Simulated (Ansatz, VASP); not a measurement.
## Two plane-wave programs on GdN

The input INCAR:

```
SYSTEM = GdN
PREC = Accurate
ENCUT = 520
EDIFF = 1E-7
ISMEAR = 0
SIGMA = 0.05
LREAL = .FALSE.
LASPH = .TRUE.
NELM = 150
ALGO = Normal
ISIF = 2
LWAVE = .FALSE.
LCHARG = .FALSE.
ISPIN = 2
MAGMOM = 7.64 -0.16
LORBIT = 11
LMAXMIX = 6
LDAU = .TRUE.
LDAUTYPE = 2
LDAUL = 3 -1
LDAUU = 6 0
LDAUJ = 0 0
LDAUPRINT = 1
GGA = PE
NBANDS = 22
```

KPOINTS

```
regular mesh
0
G
  10 10 10
  0 0 0
```

File POSCAR:

```
GdN
1.0
    0.0000000000      2.5176809544      2.5176809544
    2.5176809544      0.0000000000      2.5176809544
    2.5176809544      2.5176809544      0.0000000000
Gd N
1 1
Direct
    0.5000000000      0.5000000000      0.5000000000
    0.0000000000      0.0000000000      0.0000000000
```

Input for Ansatz:

```yaml
crystal:
  lattice:
    - [0.0, 2.5176809549, 2.5176809549]
    - [2.5176809549, 0.0, 2.5176809549]
    - [2.5176809549, 2.5176809549, 0.0]
  atoms:
    - { symbol: Gd, position: [0.5, 0.5, 0.5], spin: 7.63 }
    - { symbol: "N", position: [0.0, 0.0, 0.0] }
basis:
  ecutwfc: 420
  ecutrho_ratio: 4
kpoints:
  mp_grid: { grid: [10, 10, 10] }
hamiltonian:
  xc: pbe
  hubbard:
    sites:
      - { species: Gd, l: f, u_eff: 6.0, starting_ns: start.occupation_matrices }
    ns_hold: { iters: 6 }
scf:
  occupations: { method: gaussian, width: 0.05 }
  lower_state_search: "off"
output:
  forces: true
  stress: true
  eigenvalues: true
  populations: true
  hubbard: { sites: [{ species: Gd, l: f }] }
magnetization:
  spin_polarized: true
```

Alike in both runs: task single point; functional PBE; k mesh 10 × 10 × 10; occupations gaussian, width 0.05 eV; collinear spin; Hubbard terms Gd f U = 6.0 eV.

|  | VASP | Ansatz |
| --- | --- | --- |
| version | VASP 6.6.1 | Ansatz 0.2.0 |
| potentials or method | VASP PAW PBE potentials, release 64 (Gd, N), cutoff 520 eV | scalar-relativistic, plane waves, PAW |
| valence electrons in the cell | 23 | 23 |

Ansatz gave:

* gap on the k mesh at the Fermi level (eV): none
* pressure (GPa): -2.9
* net moment per atom (μB): 3.50
* size of the moment on the site where the two differ most (μB): 6.94

Question: Estimate VASP's values.

Answer: gap on the k mesh at the Fermi level (eV): none; pressure (GPa): -2.6; net moment per atom (μB): 3.50; size of the moment on the site where the two differ most (μB): 6.87.

Site moments also hang on the region over which each program counts them. The programs project onto different local orbitals, so the same U acts differently, and such runs can settle in different states. A gap of «none» marks a metal or a gap that the smearing closes. Ansatz's warnings: filled band counts differ across k points.

Spin-orbit coupling is off throughout.
